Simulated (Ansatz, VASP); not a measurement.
# One calculation of Te, two programs

The input INCAR:

```
PREC = Accurate
ENCUT = 520
EDIFF = 1E-6
ISMEAR = 0
SIGMA = 0.15
LREAL = False
LASPH = True
NELM = 100
ALGO = Normal
ISIF = 2
LWAVE = False
LCHARG = False
GGA = PS
NBANDS = 9
```

Contents of KPOINTS:

```
regular mesh
0
Gamma
  15 15 15
```

The input POSCAR:

```
Te
1.0
    2.2213566575      1.3313144930      1.5756584868
   -2.3904520279      1.3313144930      1.8062489210
   -0.0845476852     -2.6626289859      1.6909537039
Te
1
Direct
    0.5000000000      0.5000000000      0.5000000000
```

Input for Ansatz:

```yaml
crystal:
  lattice:
    - [2.2213566575, 1.331314493, 1.5756584868]
    - [-2.3904520279, 1.331314493, 1.806248921]
    - [-0.0845476852, -2.6626289859, 1.6909537039]
  atoms:
    - { symbol: Te, position: [0.5, 0.5, 0.5] }
basis:
  ecutwfc: 420
kpoints:
  mp_grid: { grid: [15, 15, 15] }
hamiltonian:
  xc: pbesol
scf:
  occupations: { method: gaussian, width: 0.15 }
output:
  forces: true
  stress: true
  eigenvalues: true
```

Change from the starting cell: strain -0.1000 x Voigt [0, 0, 0, 0, 1, 0], atoms carried along.

Alike in both runs: task single point; functional PBEsol; k mesh 15 × 15 × 15; occupations gaussian, width 0.15 eV; no spin polarisation.

|  | VASP | Ansatz |
| --- | --- | --- |
| version | VASP 6.6.1 | Ansatz 0.2.0 |
| potentials or method | VASP PAW PBE potentials, release 64 (Te), cutoff 520 eV | scalar-relativistic, plane waves, PAW |
| valence electrons in the cell | 6 | 16 |

|  | VASP | Ansatz | Ansatz less VASP |
| --- | --- | --- | --- |
| gap on the k mesh at the Fermi level (eV) | none | none | - |
| pressure (GPa) | 0.3 | 0.3 | -0.05 |
| traceless stress, the component that is largest in VASP (GPa) | 2.50 | 2.49 | -0.003 |

VASP's potentials were made for PBE, not for PBEsol. A gap of «none» marks a metal or a gap that the smearing closes. With one functional, cell and mesh, what is left measures potentials, basis and numerics. VASP's potentials hold 6 valence electrons a cell and Ansatz's 16, so a difference there can come from the potentials and not from the codes.

Spin-orbit coupling is off throughout.
